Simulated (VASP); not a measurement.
Set up this calculation in VASP 6.6.1, as the native input.

| Quantity | Value |
| --- | --- |
| Task | single point |
| Functional | LDA |
| Potentials or basis | VASP PAW LDA potentials, release 64 (Na_pv, Hg) |
| Cutoff | 520 eV |
| k mesh | 12 × 12 × 14 |
| Occupations | fermi-dirac, width 0.15 eV |
| Spin | no spin polarisation |
| Dipole correction | no |
| Further INCAR settings | ALGO = Fast; EDIFF = 1e-06; NBANDS = 22 |

The structure of NaHg2 lies in POSCAR:

```
NaHg2
1.0
    4.9559994199      0.0000000000      0.0000000000
   -2.4779997099      4.2920213988      0.0000000000
    0.0000000000      0.0000000000      3.0923566612
Na Hg
1 2
Direct
    0.0000000000      0.0000000000      0.0000000000
    0.3333333333      0.6666666667      0.5000000000
    0.6666666667      0.3333333333      0.5000000000
```

The input as run:

INCAR

```
PREC = Accurate
ENCUT = 520
EDIFF = 1E-6
ISMEAR = -1
SIGMA = 0.15
LREAL = F
LASPH = T
NELM = 80
ALGO = Fast
ISIF = 2
LWAVE = F
LCHARG = F
GGA = CA
NBANDS = 22
```

KPOINTS

```
regular mesh
0
Gamma
  12 12 14
```

Potentials or basis: VASP PAW LDA potentials, release 64 (Na_pv, Hg).

The run is started by

```sh
$ cat potpaw_LDA.64/Na_pv/POTCAR potpaw_LDA.64/Hg/POTCAR > POTCAR
$ mpirun -np 1 vasp_std > vasp.out
```

It gave:

```
Pressure               : 0.4 GPa
Band gap on the k mesh : zero (an odd number of electrons rules out a gap without spin polarisation)
```

Caveat: spin-orbit coupling is left out, which moves the levels of the heavy elements.

Run time: 3 min on 1 thread of Intel(R) Xeon(R) Platinum 8488C (Sapphire Rapids), with other jobs on the host, peak memory 0.3 GiB.
